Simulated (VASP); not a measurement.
# Mg4O in VASP: notebook, part 2 of 3

VASP 6.6.1.

### 3 Relaxation of the atoms, PBEsol

INCAR reads:

```
SYSTEM = Mg4O
PREC = Accurate
ENCUT = 520
EDIFF = 1E-6
ISMEAR = 0
SIGMA = 0.1
LREAL = .False.
LASPH = .True.
NELM = 60
ALGO = Normal
ISIF = 2
LWAVE = .False.
LCHARG = .False.
LDIPOL = .True.
IDIPOL = 3
DIPOL = 0.5 0.5 0.332
GGA = PS
IBRION = 2
NSW = 36
EDIFFG = -0.025
```

KPOINTS reads:

```
Automatic mesh
0
Gamma
  8 5 1
  0 0 0
```

POSCAR reads:

```
Mg4O
1.0
    3.1881999939      0.0000000000      0.0000000000
    0.0000000000      5.1084658709      0.0000000000
    0.0000000000      0.0000000000     19.1358427726
Mg O
4 1
Selective dynamics
Direct
    0.0000000000      0.7500000000      0.2090318178  F F F
    0.5000000000      0.2500000000      0.2571276385  F F F
    0.5000000000      0.7500000000      0.3576109084  F F F
    0.0000000000      0.2500000000      0.3990335238  F F F
    0.2500000000      0.7500000000      0.4382699366  F F T
```

Potentials or basis: VASP PAW PBE potentials, release 64 (Mg, O).

Started as:

```console
> cat potpaw_PBE.64/Mg/POTCAR potpaw_PBE.64/O/POTCAR > POTCAR
> mpirun -np 1 vasp_std > vasp.out
```

OUTCAR:

```text
SYSTEM = Mg4O
   PREC = Accurate
   ENCUT = 520
   EDIFF = 1E-6
   ISMEAR = 0
   LREAL = .False.
   LASPH = .True.
   NELM = 60
   ISIF = 2
   GGA = PS
   IBRION = 2
   NSW = 36
   EDIFFG = -0.025

 ion  position               nearest neighbor table
   1  0.000  0.750  0.209-   2 3.15   2 3.15   2 3.15   2 3.15   3 3.26   3 3.26
   2  0.500  0.250  0.257-   1 3.15   1 3.15   1 3.15   1 3.15   4 3.15   4 3.15   3 3.20   3 3.20

   3  0.500  0.750  0.358-   5 1.74   4 3.11   4 3.11   4 3.11   4 3.11   2 3.20   2 3.20   1 3.26
                             1 3.26
   4  0.000  0.250  0.399-   5 2.78   5 2.78   3 3.11   3 3.11   3 3.11   3 3.11   2 3.15   2 3.15

   5  0.250  0.750  0.438-   3 1.74   4 2.78   4 2.78

  LATTYP: Found a simple orthorhombic cell.
 ALAT       =     3.1881999939
 B/A-ratio  =     1.6023040840
 C/A-ratio  =     6.0020835610

  Lattice vectors:

 A1 = (   3.1881999939,   0.0000000000,   0.0000000000)
 A2 = (   0.0000000000,   5.1084658709,   0.0000000000)
 A3 = (   0.0000000000,   0.0000000000,  19.1358427726)

[... 444 lines left out ...]
  band No.  band energies     occupation
      1     -18.2572      2.00000
      2      -5.1013      2.00000
      3      -4.8265      2.00000
      4      -4.3146      2.00000
      5      -3.8484      2.00000
      6      -3.4703      2.00000
      7      -2.9986      2.00000
      8      -2.4613      0.21487
      9      -1.2233      0.00000
     10      -0.6739      0.00000
     11      -0.1293      0.00000

------------------------ aborting loop because EDIFF is reached ----------------------------------------

 vacuum level on the upper side and lower side of the slab       (xc-potential included)         1.080        -1.100

  FORCE on cell =-STRESS in cart. coord.  units (eV):
  Direction    XX          YY          ZZ          XY          YZ          ZX
  --------------------------------------------------------------------------------------
  -------------------------------------------------------------------------------------
  Total        0.2491241     -5.5475322      0.5969524      0.0000000      0.0000000     -2.8888959
  in kB        1.2806862    -28.5185057      3.0687862      0.0000000      0.0000000    -14.8511070
  external PRESSURE =      -8.0563444 kB  Pullay stress =       0.0000000 kB

 VOLUME and BASIS-vectors are now :
 -----------------------------------------------------------------------------
  energy-cutoff  :      520.00
  volume of cell :      311.66
      direct lattice vectors                 reciprocal lattice vectors
     3.188199994  0.000000000  0.000000000     0.313656609  0.000000000  0.000000000
     0.000000000  5.108465871  0.000000000     0.000000000  0.195753486  0.000000000
     0.000000000  0.000000000 19.135842773     0.000000000  0.000000000  0.052257954

 POSITION                                       TOTAL-FORCE (eV/Angst)
 -----------------------------------------------------------------------------------
      0.00000      3.83135      4.00000         0.001283      0.000000      0.133549
      1.59410      1.27712      4.92035         0.039433      0.000000     -0.111605
      1.59410      3.83135      6.84319         1.527540      0.000000     -0.986890
      0.00000      1.27712      7.63584         0.419383      0.000000      0.952448
      0.79705      3.83135      8.42412        -1.987639      0.000000      0.012497
 -----------------------------------------------------------------------------------
    total drift:                               -0.000284      0.000000     -0.000454

  FREE ENERGIE OF THE ION-ELECTRON SYSTEM (eV)
  ---------------------------------------------------
  free  energy   TOTEN  =       -12.2094407292 eV

  energy  without entropy=      -12.1919119118  energy(sigma->0) =      -12.20067632

 reached required accuracy - stopping structural energy minimisation

 vacuum level on the upper side and lower side of the slab         3.410         1.170
```

It took 88 s on 1 thread of AMD EPYC 9R45 (Zen 5), shared host; peak memory 0.38 GiB.

What came out:

| Property | Result |
| --- | --- |
| Free energy | -12.2094 eV |
| Energy gained by relaxing | 2.9 meV/atom |
| Ionic steps | 2 |
| Band gap on the k mesh | zero (bands 7 and 8 overlap by 0.77 eV) |

The path:
```csv
step,energy change (eV),largest force on free atoms (eV/Å),pressure (GPa)
1,0.0000,0.7764,-0.56
2,-0.0144,0.0125,-0.81
```

Final structure:
```
CELL_PARAMETERS angstrom
3.18820 0.00000 0.00000
0.00000 5.10847 0.00000
0.00000 0.00000 19.13584
ATOMIC_POSITIONS crystal
Mg 0.00000 0.75000 0.20903
Mg 0.50000 0.25000 0.25713
Mg 0.50000 0.75000 0.35761
Mg 0.00000 0.25000 0.39903
O 0.25000 0.75000 0.44023
```

Levels at points of the mesh, in eV from the Fermi level:
```tsv
k point	band 4	band 5	band 6	band 7	band 8	band 9	band 10	band 11
(0.00, 0.00, 0.00)	-2.40	-1.54	-0.44	-0.38	-0.31	0.59	2.27	2.46
(0.50, 0.00, 0.00)	-1.74	-1.66	-1.23	0.17	1.05	2.63	2.96	3.03
```

Caveat: the PAW data sets were made with another functional, which shifts forces and pressure a little.

### 4 Relaxation of the atoms, PBEsol

INCAR reads:

```
SYSTEM = Mg4O
PREC     = Accurate       ! precision mode
ENCUT    = 520            ! plane-wave cutoff, eV
EDIFF    = 1E-6           ! SCF threshold, eV
ISMEAR   = 0              ! smearing method
SIGMA    = 0.1            ! smearing width, eV
LREAL    = .False.        ! projectors in reciprocal space
LASPH    = .True.         ! aspherical terms in the spheres
NELM     = 80             ! most SCF steps
ALGO     = Normal         ! electronic algorithm
ISIF     = 2              ! what is computed and relaxed
LWAVE    = .False.        ! write WAVECAR
LCHARG   = .False.        ! write CHGCAR
LDIPOL   = .True.       
IDIPOL   = 3            
DIPOL    = 0.5 0.5 0.328
GGA      = PS             ! functional
IBRION   = 2              ! ionic algorithm
NSW      = 36             ! ionic steps
EDIFFG   = -0.025         ! ionic threshold
```

KPOINTS is that of step 3.

Edit POSCAR of step 3 so:

```diff
@@ -13,2 +13,2 @@
     0.0000000000      0.2500000000      0.3990335238  F F F
-    0.2500000000      0.7500000000      0.4382699366  F F T
+    0.5000000000      0.5000000000      0.4168012283  F F T
```

Potentials or basis: VASP PAW PBE potentials, release 64 (Mg, O).

Started as:

```console
> cat potpaw_PBE.64/Mg/POTCAR potpaw_PBE.64/O/POTCAR > POTCAR
> mpirun -np 1 vasp_std > vasp.out
```

OUTCAR:

```text
SYSTEM = Mg4O
   PREC = Accurate
   ENCUT = 520
   EDIFF = 1E-6
   ISMEAR = 0
   LREAL = .False.
   LASPH = .True.
   NELM = 80
   ISIF = 2
   GGA = PS
   IBRION = 2
   NSW = 36
   EDIFFG = -0.025

 ion  position               nearest neighbor table
   1  0.000  0.750  0.209-   2 3.15   2 3.15   2 3.15   2 3.15   3 3.26   3 3.26
   2  0.500  0.250  0.257-   1 3.15   1 3.15   1 3.15   1 3.15   4 3.15   4 3.15   3 3.20   3 3.20

   3  0.500  0.750  0.358-   5 1.71   4 3.11   4 3.11   4 3.11   4 3.11   2 3.20   2 3.20   1 3.26
                             1 3.26
   4  0.000  0.250  0.399-   5 2.07   5 2.07   3 3.11   3 3.11   3 3.11   3 3.11   2 3.15   2 3.15

   5  0.500  0.500  0.417-   3 1.71   4 2.07   4 2.07

  LATTYP: Found a simple orthorhombic cell.
 ALAT       =     3.1881999939
 B/A-ratio  =     1.6023040840
 C/A-ratio  =     6.0020835610

  Lattice vectors:

 A1 = (   3.1881999939,   0.0000000000,   0.0000000000)
 A2 = (   0.0000000000,   5.1084658709,   0.0000000000)
 A3 = (   0.0000000000,   0.0000000000,  19.1358427726)

Analysis of symmetry for initial positions (statically):
=====================================================================
 Subroutine PRICEL returns:
 Original cell was already a primitive cell.

[... 258 lines left out ...]

 number of electron      13.9999998 magnetization

 dipolmoment           0.000000      0.000000      0.092035 electrons x Angstroem

 Free energy of the ion-electron system (eV)
  ---------------------------------------------------
  ext. energy  EPLUGINS =         0.00000000
  ---------------------------------------------------
  free energy    TOTEN  =       -14.26977894 eV

  energy without entropy =      -14.25398663  energy(sigma->0) =      -14.26188279

 E-fermi :  -1.9784     XC(G=0):  -3.4645

 val. band max:       -2.0077371217   @ k =   0.0000   0.0000   0.0000
 cond. band min:      -1.9304777119   @ k =   0.1250   0.4000   0.0000
 fundamental gap:      0.0772594098
 Fermi energy:        -1.9783558402

 k-point     1 :       0.0000    0.0000    0.0000
  band No.  band energies     occupation
      1     -19.2436      2.00000
      2      -7.9207      2.00000
      3      -5.7008      2.00000
      4      -5.4595      2.00000
      5      -4.4477      2.00000
      6      -4.0613      2.00000
      7      -2.4696      2.00000
      8      -2.0077      1.32223
      9      -1.7045      0.00011
     10       0.3107      0.00000
     11       0.9373      0.00000
[... 184 lines left out ...]
  band No.  band energies     occupation
      1     -18.9924      2.00000
      2      -6.1221      2.00000
      3      -5.4368      2.00000
      4      -4.7444      2.00000
      5      -3.3333      2.00000
      6      -3.1793      2.00000
      7      -2.2758      1.99997
      8      -1.9207      0.41485
      9      -0.7419      0.00000
     10      -0.3113      0.00000
     11       0.7036      0.00000

------------------------ aborting loop because EDIFF is reached ----------------------------------------

 vacuum level on the upper side and lower side of the slab       (xc-potential included)         0.488        -0.515

  FORCE on cell =-STRESS in cart. coord.  units (eV):
  Direction    XX          YY          ZZ          XY          YZ          ZX
  --------------------------------------------------------------------------------------
  -------------------------------------------------------------------------------------
  Total       -1.6866742     -1.0206042      0.8493432      0.0000000     -2.3281024      0.0000000
  in kB       -8.6707792     -5.2466766      4.3662657      0.0000000    -11.9682047      0.0000000
  external PRESSURE =      -3.1837301 kB  Pullay stress =       0.0000000 kB
[... 20 lines left out ...]
  FREE ENERGIE OF THE ION-ELECTRON SYSTEM (eV)
  ---------------------------------------------------
  free  energy   TOTEN  =       -14.2697789402 eV

  energy  without entropy=      -14.2539866348  energy(sigma->0) =      -14.26188279

 reached required accuracy - stopping structural energy minimisation

 vacuum level on the upper side and lower side of the slab         2.620         1.590
```

CONTCAR:

```text
Mg4O
   1.00000000000000
     3.1881999939000001    0.0000000000000000    0.0000000000000000
     0.0000000000000000    5.1084658708999999    0.0000000000000000
     0.0000000000000000    0.0000000000000000   19.1358427726000002
  Mg              O
     4     1
Selective dynamics
Direct
     0.0000000000000000    0.7500000000000000    0.2090318178000032   F   F   F
     0.5000000000000000    0.2500000000000000    0.2571276385000019   F   F   F
     0.5000000000000000    0.7500000000000000    0.3576109083999981   F   F   F
     0.0000000000000000    0.2500000000000000    0.3990335238000000   F   F   F
     0.5000000000000000    0.5000000000000000    0.4229076398931872   F   F   T

  0.00000000E+00  0.00000000E+00  0.00000000E+00
  0.00000000E+00  0.00000000E+00  0.00000000E+00
  0.00000000E+00  0.00000000E+00  0.00000000E+00
  0.00000000E+00  0.00000000E+00  0.00000000E+00
  0.00000000E+00  0.00000000E+00  0.00000000E+00
```

It took 1.9 min on 1 thread of AMD EPYC 9R45 (Zen 5), shared host; peak memory 0.37 GiB.

What came out:

| Property | Result |
| --- | --- |
| Free energy | -14.2698 eV |
| Energy gained by relaxing | 17.5 meV/atom |
| Ionic steps | 3 |
| Band gap on the k mesh | zero (bands 7 and 8 overlap by 0.73 eV) |

Step by step:
| step | energy change (eV) | largest force on free atoms (eV/Å) | pressure (GPa) |
| --- | --- | --- | --- |
| 1 | 0.0000 | 1.5521 | 0.34 |
| 2 | -0.0769 | 0.5222 | -0.10 |
| 3 | -0.0876 | 0.0026 | -0.32 |

Final structure:
```cif
data_structure
_symmetry_space_group_name_H-M 'P 1'
_symmetry_Int_Tables_number 1
_cell_length_a 3.1882
_cell_length_b 5.1085
_cell_length_c 19.1358
_cell_angle_alpha 90.000
_cell_angle_beta 90.000
_cell_angle_gamma 90.000
_cell_volume 311.66
loop_
_atom_site_label
_atom_site_type_symbol
_atom_site_fract_x
_atom_site_fract_y
_atom_site_fract_z
_atom_site_occupancy
Mg1 Mg 0.00000 0.75000 0.20903 1
Mg2 Mg 0.50000 0.25000 0.25713 1
Mg3 Mg 0.50000 0.75000 0.35761 1
Mg4 Mg 0.00000 0.25000 0.39903 1
O1 O 0.50000 0.50000 0.42291 1
```

Caveat: the PAW data sets were made with another functional, which shifts forces and pressure a little.

### 5 Single point, PBEsol

INCAR reads:

```
SYSTEM = Mg4O
ALGO = Normal
DIPOL = 0.5 0.5 0.336
EDIFF = 1E-6
ENCUT = 520
GGA = PS
IDIPOL = 3
ISIF = 2
ISMEAR = 0
LASPH = .True.
LCHARG = .True.
LDIPOL = .True.
LELF = .True.
LREAL = .False.
LVACPOTAV = .True.
LVHAR = .True.
LWAVE = .False.
NBANDS = 15
NELM = 100
PREC = Accurate
SIGMA = 0.1
```

KPOINTS reads:

```
k-points
0
Gamma
  8 5 1
  0 0 0
```

POSCAR reads:

```
Mg4O
1.0
    3.1881999939      0.0000000000      0.0000000000
    0.0000000000      5.1084658709      0.0000000000
    0.0000000000      0.0000000000     19.1358427726
Mg O
4 1
Direct
    0.0000000000      0.7500000000      0.2090318178
    0.5000000000      0.2500000000      0.2571276385
    0.5000000000      0.7500000000      0.3576109084
    0.0000000000      0.2500000000      0.3990335238
    0.0000000000      0.5000000000      0.4571223759
```

Started as:

```console
> cat potpaw_PBE.64/Mg/POTCAR potpaw_PBE.64/O/POTCAR > POTCAR
> mpirun -np 1 vasp_std > vasp.out
```

It took 68 s on 1 thread of Intel Xeon 6975P-C (Granite Rapids), shared host; peak memory 0.36 GiB.

The run converged. Its results:

```
Free energy            : -11.5037 eV
Largest force          : 3.896 eV/Å
Band gap on the k mesh : zero (bands 7 and 8 overlap by 0.44 eV)
```

Forces in eV/Å, atoms in the order of the input:
```
Mg   0.000 -0.005  0.156
Mg   0.000 -0.089 -0.169
Mg   0.000 -1.032  1.544
Mg   0.000 -2.768 -1.634
O    0.000  3.895  0.103
```

Levels at points of the mesh, in eV from the Fermi level:
```
           k point  band 3  band 4  band 5  band 6  band 7  band 8  band 9  band 10  band 11  band 12
(0.00, 0.00, 0.00)   -3.49   -1.67   -1.32   -0.62   -0.05    0.10    0.22     2.02     2.90     3.14
(0.50, 0.00, 0.00)   -2.44   -1.71   -1.12   -1.00    0.31    0.77    2.49     2.83     3.28     3.34
```

Caveat: the PAW data sets were made with another functional, which shifts forces and pressure a little.

(Part 2 of 3 ends here.)
